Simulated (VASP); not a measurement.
Set up this calculation in VASP 6.6.1, as the native input.

* Task: single point
* Functional: PBE
* Potentials or basis: VASP PAW PBE potentials, release 64 (Bi_d, O_h)
* Cutoff: 1340 eV
* k mesh: 4 × 4 × 4
* Occupations: gaussian, width 0.2 eV
* Spin: no spin polarisation
* Dipole correction: no
* Further INCAR settings: ALGO = Normal; EDIFF = 1e-06; NBANDS = 32

The structure of BiO5 lies in POSCAR:

```
BiO5
1.0
    4.9239396873      0.0000000000      0.0000000000
    0.0000000000      4.9239396873      0.0000000000
    0.0000000000      0.0000000000      3.5574180133
Bi O
1 5
Direct
    0.5000000000      0.5000000000      0.7451203013
    0.3635369436      0.0000000000      0.7443608629
    0.6364630564      0.0000000000      0.7443608629
    0.0000000000      0.3635369436      0.7443608629
    0.0000000000      0.6364630564      0.7443608629
    0.0000000000      0.0000000000      0.2426703670
```

The cell was generated, and may not be a known phase.

These files were run (other wordings do the same):

INCAR

```
  ALGO = Normal
  EDIFF = 1E-6
  ENCUT = 1340
  GGA = PE
  GGA_COMPAT = False
  ISIF = 2
  ISMEAR = 0
  LASPH = True
  LCHARG = False
  LREAL = False
  LWAVE = False
  NBANDS = 32
  NELM = 120
  PREC = Accurate
  SIGMA = 0.2
```

KPOINTS

```
k-points
0
Gamma
  4 4 4
```

Potentials or basis: VASP PAW PBE potentials, release 64 (Bi_d, O_h).

The run is started by

```bash
$ cat potpaw_PBE.64/Bi_d/POTCAR potpaw_PBE.64/O_h/POTCAR > POTCAR
$ mpirun -np 1 vasp_std > vasp.out
```

Results of the run:

* Pressure: -0.2 GPa
* Largest force: 0.010 eV/Å
* Band gap on the k mesh: zero (an odd number of electrons rules out a gap without spin polarisation)

Caveat: the k points lie up to 0.44 Å⁻¹ apart, too coarse for converged energies and pressures of a metal; spin-orbit coupling is left out, which moves the levels of the heavy elements; an odd number of electrons without spin polarisation forces a metal; a magnetic or distorted state may lie lower.

It took 3.1 min on 1 thread of AMD EPYC 7R43 64-Core Processor (Zen 3), with other jobs on the host, peak memory 0.42 GiB.
